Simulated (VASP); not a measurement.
# BeS (P6_3/mmc) in VASP: settings compared

BeS is run at these levels: r2SCAN, PBE; tasks: single point.

All numbers are computed with VASP 6.6.1; they aren't measurements. Logs are shortened: lines on timing, memory, paths and dates and some standing lists are left out, and cuts for length are marked.

## Step 1: The cell of the first run

It takes space group P6_3/mmc (No. 194, hexagonal). Conventional cell: a = 3.365 Å, b = 3.365 Å, c = 5.358 Å, α = 90.00°, β = 90.00°, γ = 120.00°. Be (site symmetry -3m) has 6 S at 2.36 Å and 2 Be at 2.68 Å within 3.1 Å. S (site symmetry -6m2) has 6 Be at 2.36 Å within 3.1 Å.

## Step 2: Single point, r2SCAN (volume changed by +6%)

The input, POSCAR:

```
BeS
1.0
    3.3649628981      0.0000000000      0.0000000000
   -1.6824814490      2.9141433525      0.0000000000
    0.0000000000      0.0000000000      5.3582918495
Be S
2 2
Direct
    0.0000000000      0.0000000000      0.0000000000
    0.0000000000      0.0000000000      0.5000000000
    0.3333333333      0.6666666667      0.2500000000
    0.6666666667      0.3333333333      0.7500000000
```

The input, INCAR.step1:

```
PREC = Accurate ; ENCUT = 520
ISMEAR = 0 ; SIGMA = 0.01
LREAL = False ; LASPH = True
NELM = 60 ; NBANDS = 16
GGA = PE ; ALGO = Normal
EDIFF = 1E-4 ; LWAVE = True
LCHARG = False
```

The input, INCAR.step2:

```
PREC = Accurate ; ENCUT = 520
EDIFF = 1E-6 ; ISMEAR = 0
SIGMA = 0.01 ; LREAL = False
LASPH = True ; NELM = 60
ALGO = Normal ; ISIF = 2
LWAVE = False ; LCHARG = False
METAGGA = R2SCAN ; LMIXTAU = True
NBANDS = 16 ; ISTART = 1
```

The input, KPOINTS:

```
regular mesh
0
Gamma
  9 9 4
```

Potentials or basis: VASP PAW PBE potentials, release 64 (Be, S).

Run with:

```console
$ cat potpaw_PBE.64/Be/POTCAR potpaw_PBE.64/S/POTCAR > POTCAR
$ cp INCAR.step1 INCAR
$ mpirun -np 1 vasp_std > vasp.out
$ cp INCAR.step2 INCAR
$ mpirun -np 1 vasp_std > vasp.out
```

OUTCAR:

```text
PREC = Accurate
   ENCUT = 520
   EDIFF = 1E-6
   ISMEAR = 0
   LREAL = False
   LASPH = True
   NELM = 60
   ISIF = 2
   METAGGA = R2SCAN
   ISTART = 1

 ion  position               nearest neighbor table
   1  0.000  0.000  0.000-   3 2.36   4 2.36   3 2.36   4 2.36   4 2.36   3 2.36
   2  0.000  0.000  0.500-   3 2.36   4 2.36   3 2.36   4 2.36   4 2.36   3 2.36
   3  0.333  0.667  0.250-   1 2.36   2 2.36   1 2.36   2 2.36   1 2.36   2 2.36
   4  0.667  0.333  0.750-   1 2.36   2 2.36   1 2.36   2 2.36   1 2.36   2 2.36

  LATTYP: Found a hexagonal cell.
 ALAT       =     3.3649628981
 C/A-ratio  =     1.5923776909

  Lattice vectors:

 A1 = (   3.3649628981,   0.0000000000,   0.0000000000)
 A2 = (  -1.6824814490,   2.9141433525,   0.0000000000)
 A3 = (   0.0000000000,   0.0000000000,   5.3582918495)

Analysis of symmetry for initial positions (statically):
=====================================================================
 Subroutine PRICEL returns:
 Original cell was already a primitive cell.

 Routine SETGRP: Setting up the symmetry group for a
 hexagonal supercell.

 Subroutine GETGRP returns: Found 24 space group operations
 (whereof 12 operations were pure point group operations)
 out of a pool of 24 trial point group operations.

The static configuration has the point symmetry D_3d.
 The point group associated with its full space group is D_6h.

Analysis of symmetry for dynamics (positions and initial velocities):
=====================================================================
 Subroutine PRICEL returns:
 Original cell was already a primitive cell.

 Routine SETGRP: Setting up the symmetry group for a
 hexagonal supercell.

 Subroutine GETGRP returns: Found 24 space group operations
 (whereof 12 operations were pure point group operations)
 out of a pool of 24 trial point group operations.

The dynamic configuration has the point symmetry D_3d.
 The point group associated with its full space group is D_6h.

 Subroutine INISYM returns: Found 24 space group operations
 (whereof 12 operations are pure point group operations),
 and found     1 'primitive' translations

----------------------------------------------------------------------------------------

                                     Primitive cell

  volume of cell :      52.5433

  direct lattice vectors                    reciprocal lattice vectors
     3.364962898  0.000000000  0.000000000     0.297180097  0.171577009  0.000000000
    -1.682481449  2.914143353  0.000000000     0.000000000  0.343154018  0.000000000
     0.000000000  0.000000000  5.358291849     0.000000000  0.000000000  0.186626639

  length of vectors
     3.364962898  3.364962898  5.358291849     0.343154018  0.343154018  0.186626639

  position of ions in fractional coordinates (direct lattice)
     0.000000000  0.000000000  0.000000000
     0.000000000  0.000000000  0.500000000
     0.333333333  0.666666667  0.250000000
     0.666666667  0.333333333  0.750000000

  ion indices of the primitive-cell ions
   primitive index   ion index
                 1           1
                 2           2
                 3           3
                 4           4

----------------------------------------------------------------------------------------

 KPOINTS: regular mesh

Automatic generation of k-mesh.
 Grid dimensions read from file:
 generate k-points for:    9    9    4

 Generating k-lattice:

  Cartesian coordinates                     Fractional coordinates (reciprocal lattice)
     0.033020011  0.019064112  0.000000000     0.111111111  0.000000000  0.000000000
     0.000000000  0.038128224  0.000000000     0.000000000  0.111111111  0.000000000
     0.000000000  0.000000000  0.046656660     0.000000000  0.000000000  0.250000000

  Length of vectors
     0.038128224  0.038128224  0.046656660

  Shift w.r.t. Gamma in fractional coordinates (k-lattice)
     0.000000000  0.000000000  0.000000000

 Subroutine IBZKPT returns following result:
 ===========================================

 Found     36 irreducible k-points:

 Following reciprocal coordinates:
            Coordinates               Weight
  0.000000  0.000000  0.000000      1.000000
  0.111111  0.000000  0.000000      6.000000
  0.222222  0.000000  0.000000      6.000000
  0.333333  0.000000  0.000000      6.000000
  0.444444  0.000000  0.000000      6.000000
  0.111111  0.111111  0.000000      6.000000
[... 16 lines left out ...]
  0.333333  0.222222  0.250000     24.000000
  0.333333  0.333333  0.250000      4.000000
 [... further k-points ...]
   k-points           NKPTS =     36   k-points in BZ     NKDIM =     36   number of bands    NBANDS=     16
   number of dos      NEDOS =    301   number of ions     NIONS =      4
   total plane-waves  NPLWV =  31360
   dimension x,y,z NGX =    28 NGY =   28 NGZ =   40
   dimension x,y,z NGXF=    56 NGYF=   56 NGZF=   80
   ions per type =               2   2
   NGX,Y,Z   is equivalent  to a cutoff of  13.83, 13.83, 12.41 a.u.
   NGXF,Y,Z  is equivalent  to a cutoff of  27.67, 27.67, 24.82 a.u.
 SYSTEM =  unknown system
   PREC   = accura    normal or accurate (medium, high low for compatibility)
   ISTART =      1    job   : 0-new  1-cont  2-samecut
   ICHARG =      0    charge: 1-file 2-atom 10-const
   ISPIN  =      1    spin polarized calculation?
   LNONCOLLINEAR =      F non collinear calculations
   LSORBIT =      F    spin-orbit coupling
   LASPH  =      T    aspherical Exc in radial PAW
   ENCUT  =  520.0 eV  38.22 Ry    6.18 a.u.   6.26  6.26  9.96*2*pi/ulx,y,z
   NELM   =     60;   NELMIN=  2; NELMDL=  0     # of ELM steps
   EDIFF  = 0.1E-05   stopping-criterion for ELM
   LREAL  =      F    real-space projection
   EDIFFG = 0.1E-04   stopping-criterion for IOM
   NSW    =      0    number of steps for IOM
   IBRION =     -1    ionic relax: 0-MD 1-quasi-New 2-CG
   NFREE  =      0    steps in history (QN), initial steepest desc. (CG)
   ISIF   =      2    stress and relaxation
   ISYM   =      2    0-nonsym 1-usesym 2-fastsym
   POTIM  = 0.5000    time-step for ionic-motion
   TEBEG  =    0.0;   TEEND  =   0.0 temperature during run
   PSTRESS=    0.0 pullay stress
   NELECT =      16.0000    total number of electrons
   NUPDOWN=      -1.0000    fix difference up-down
   EMIN   =  10.00;   EMAX   =-10.00  energy-range for DOS
   EFERMI =   0.00;   METHOD = LEGACY
   ISMEAR =     0;   SIGMA  =   0.01  broadening in eV -4-tet -1-fermi 0-gaus
   EFERMI_NEDOS =   21; number of points for ismear=-14 and -15
   IALGO  =     38    algorithm
   IMIX   =      4    mixing-type and parameters
     AMIX     =   0.40;   BMIX     =  1.00
     AMIX_MAG =   1.60;   BMIX_MAG =  1.00
  volume/ion in A,a.u.               =      13.14        88.64
  Fermi-wavevector in a.u.,A,eV,Ry     =   1.101393  2.081331 16.504772  1.213067
  Thomas-Fermi vector in A             =   2.237819
   LORBIT       =      0    0 simple, 1 ext, 2 COOP (PROOUT), +10 PAW based schemes
   METAGGA = R2SCAN    functional components
   LHFCALC =     F    Hartree Fock is set to
   AEXX    =    0.0000 exact exchange contribution
   IVDW    =     0    specifies the selected vdW correction
   LEPSILON=     F    determine dielectric tensor
   LRPA    =     F    only Hartree local field effects (RPA)
 non-spin polarized calculation
 Gauss-broadening in eV      SIGMA  =   0.01
  energy-cutoff  :      520.00
  volume of cell :       52.54
 maximum number of plane-waves:      1434
 NGX is ok and might be reduce to    28
   NGX = 13   NGY = 13   NGZ = 19

 number of electron      15.9999999 magnetization

 Free energy of the ion-electron system (eV)
  ---------------------------------------------------
  ext. energy  EPLUGINS =         0.00000000
  ---------------------------------------------------
  free energy    TOTEN  =       -27.22353889 eV

  energy without entropy =      -27.22353889  energy(sigma->0) =      -27.22353889

 E-fermi :   5.9124     XC(G=0): -10.8434

 val. band max:        5.8674283305   @ k =   0.0000   0.0000   0.0000
 cond. band min:       7.7194010381   @ k =   0.3333   0.3333   0.0000
 fundamental gap:      1.8519727077
 Fermi energy:         5.9123707880

 k-point     1 :       0.0000    0.0000    0.0000
  band No.  band energies     occupation
      1      -9.5242      2.00000
      2      -7.2670      2.00000
      3      -1.1445      2.00000
      4       5.1230      2.00000
      5       5.1230      2.00000
      6       5.1493      2.00000
[... 8 lines left out ...]
     15      14.9026      0.00000
     16      15.9036      0.00000

 k-point     2 :       0.1111    0.0000    0.0000
  band No.  band energies     occupation
      1      -9.3673      2.00000
      2      -7.1490      2.00000
      3      -0.9853      2.00000
      4       3.6620      2.00000
      5       4.3556      2.00000
      6       4.7382      2.00000
[... 8 lines left out ...]
     15      14.7480      0.00000
     16      15.4683      0.00000

 k-point     3 :       0.2222    0.0000    0.0000
  band No.  band energies     occupation
      1      -8.9141      2.00000
      2      -6.8418      2.00000
      3      -0.5171      2.00000
      4       1.6919      2.00000
      5       3.2011      2.00000
      6       3.5559      2.00000
[... 8 lines left out ...]
     15      14.9314      0.00000
     16      15.2821      0.00000

 k-point     4 :       0.3333    0.0000    0.0000
  band No.  band energies     occupation
      1      -8.2337      2.00000
      2      -6.5190      2.00000
      3       0.1070      2.00000
      4       0.2155      2.00000
      5       1.5710      2.00000
      6       2.9459      2.00000
[... 8 lines left out ...]
     15      15.8056      0.00000
     16      16.6589      0.00000
[... 324 lines left out ...]
 k-point    22 :       0.2222    0.2222    0.2500
  band No.  band energies     occupation
      1      -7.6768      2.00000
      2      -6.6571      2.00000
      3      -0.0047      2.00000
      4       0.2069      2.00000
      5       1.7456      2.00000
      6       2.1475      2.00000
[... 8 lines left out ...]
     15      14.4688      0.00000
     16      16.2354      0.00000

 k-point    23 :       0.3333    0.2222    0.2500
  band No.  band energies     occupation
      1      -7.0839      2.00000
      2      -6.5436      2.00000
      3      -0.6230      2.00000
      4       0.0485      2.00000
      5       1.0056      2.00000
      6       1.8817      2.00000
[... 8 lines left out ...]
     15      15.9121      0.00000
     16      17.0692      0.00000

 k-point    24 :       0.3333    0.3333    0.2500
  band No.  band energies     occupation
      1      -6.6842      2.00000
      2      -6.6842      2.00000
      3      -0.6342      2.00000
      4       0.6175      2.00000
      5       0.6175      2.00000
      6       0.7333      2.00000
[... 8 lines left out ...]
     15      16.4135      0.00000
     16      16.4135      0.00000

 [... further k-points ...]

------------------------ aborting loop because EDIFF is reached ----------------------------------------

  FORCE on cell =-STRESS in cart. coord.  units (eV):
  Direction    XX          YY          ZZ          XY          YZ          ZX
  --------------------------------------------------------------------------------------
  -------------------------------------------------------------------------------------
  Total       -1.9761941     -1.9761941     -1.9430517     -0.0000000      0.0000000      0.0000000
  in kB      -60.2590971    -60.2590971    -59.2485042     -0.0000000      0.0000000      0.0000000
  external PRESSURE =     -59.9222328 kB  Pullay stress =       0.0000000 kB

 VOLUME and BASIS-vectors are now :
 -----------------------------------------------------------------------------
  energy-cutoff  :      520.00
  volume of cell :       52.54
      direct lattice vectors                 reciprocal lattice vectors
     3.364962898  0.000000000  0.000000000     0.297180097  0.171577009  0.000000000
    -1.682481449  2.914143353  0.000000000     0.000000000  0.343154018  0.000000000
     0.000000000  0.000000000  5.358291849     0.000000000  0.000000000  0.186626639

 POSITION                                       TOTAL-FORCE (eV/Angst)
 -----------------------------------------------------------------------------------
      0.00000      0.00000      0.00000        -0.000000      0.000000      0.000000
      0.00000      0.00000      2.67915        -0.000000      0.000000      0.000000
     -0.00000      1.94276      1.33957         0.000000     -0.000000     -0.000000
      1.68248      0.97138      4.01872        -0.000000      0.000000      0.000000
 -----------------------------------------------------------------------------------
    total drift:                                0.000000     -0.000000     -0.000000

  FREE ENERGIE OF THE ION-ELECTRON SYSTEM (eV)
  ---------------------------------------------------
  free  energy   TOTEN  =       -27.2235388858 eV

  energy  without entropy=      -27.2235388858  energy(sigma->0) =      -27.22353889
```

Wall time 60 s (1 thread of Intel Xeon Platinum 8559C (Emerald Rapids), shared host); peak memory 0.18 GiB.

What came out:

```yaml
Free_energy: -27.2235 eV
Pressure: -6.0 GPa
Band_gap_on_the_k_mesh: 1.85 eV, indirect (least direct gap 3.93 eV)
```

Stress tensor (GPa, compression positive):
```
-6.03  0.00  0.00
 0.00 -6.03  0.00
 0.00  0.00 -5.92
```

Levels at points of the mesh, in eV from the valence-band top:
| k point | band 6 | band 7 | band 8 | band 9 | band 10 | band 11 |
| --- | --- | --- | --- | --- | --- | --- |
| (0.00, 0.00, 0.00) | -0.72 | -0.72 | 0.00 | 3.93 | 4.94 | 6.34 |
| (0.00, 0.00, 0.50) | -0.66 | -0.66 | -0.66 | 4.73 | 4.73 | 5.83 |

Caveat: the PAW data sets were made with another functional, which shifts forces and pressure a little. A k mesh can miss the band edges.

(Continued in part 2 of 2.)
